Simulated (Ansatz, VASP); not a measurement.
## Two plane-wave programs on ZrB

INCAR

```
PREC     = Accurate       # precision mode
ENCUT    = 520            # plane-wave cutoff, eV
EDIFF    = 1E-6           # SCF threshold, eV
ISMEAR   = 1              # smearing method
SIGMA    = 0.1            # smearing width, eV
LREAL    = F              # projectors in reciprocal space
LASPH    = T              # aspherical terms in the spheres
NELM     = 150            # most SCF steps
ALGO     = Normal         # electronic algorithm
ISIF     = 2              # what is computed and relaxed
LWAVE    = F              # write WAVECAR
LCHARG   = F              # write CHGCAR
MAGMOM   = 0 0 0 0 0 0    # initial moments
LORBIT   = 11             # projections on sites
LSORBIT  = T              # spin-orbit coupling
GGA_COMPAT= F            
LORBMOM  = T            
LMAXMIX  = 4              # l up to which the mixer works
GGA      = RP             # functional
NBANDS   = 27             # bands
```

Contents of KPOINTS:

```
regular mesh
0
Gamma
  10 10 10
```

POSCAR

```
ZrB
1.0
    0.0000000000      2.3250000000      2.3250000000
    2.3250000000      0.0000000000      2.3250000000
    2.3250000000      2.3250000000      0.0000000000
Zr B
1 1
Direct
    0.0000000000      0.0000000000      0.0000000000
    0.5000000000      0.5000000000      0.5000000000
```

The input input.yaml:

```yaml
crystal:
  lattice:
    - [0.0, 2.325, 2.325]
    - [2.325, 0.0, 2.325]
    - [2.325, 2.325, 0.0]
  atoms:
    - { symbol: Zr, position: [0.0, 0.0, 0.0] }
    - { symbol: B, position: [0.5, 0.5, 0.5] }
hamiltonian:
  xc: rpbe
  pseudopotentials: { kind: paw_fr }
magnetization:
  noncollinear: true
  spin_orbit: true
kpoints:
  mp_grid: { grid: [10, 10, 10] }
scf:
  occupations: { method: cold, width: 0.1 }
output:
  forces: true
  stress: true
  eigenvalues: true
  write_density: true
  write_potential: true
  elf: true
  volumetric_format: npy
```

Alike in both runs: functional RPBE; k mesh 10 × 10 × 10; non-collinear spin, spin-orbit coupling.

|  | VASP | Ansatz |
| --- | --- | --- |
| version | VASP 6.6.1 | Ansatz 0.2.0 |
| potentials or method | VASP PAW PBE potentials, release 64 (Zr_sv, B) | Ansatz PAW |
| plane-wave cutoff (eV) | 520 | 420 |
| occupations | methfessel-paxton of order 1, width 0.1 eV | cold, width 0.1 eV |
| valence electrons in the cell | 15 | 15 |
| task | single point | electron localisation function |

|  | VASP | Ansatz | Ansatz less VASP |
| --- | --- | --- | --- |
| net moment per atom (μB) | 0.00 | 0.00 | 0.000 |

VASP's potentials were made for PBE, not for RPBE.
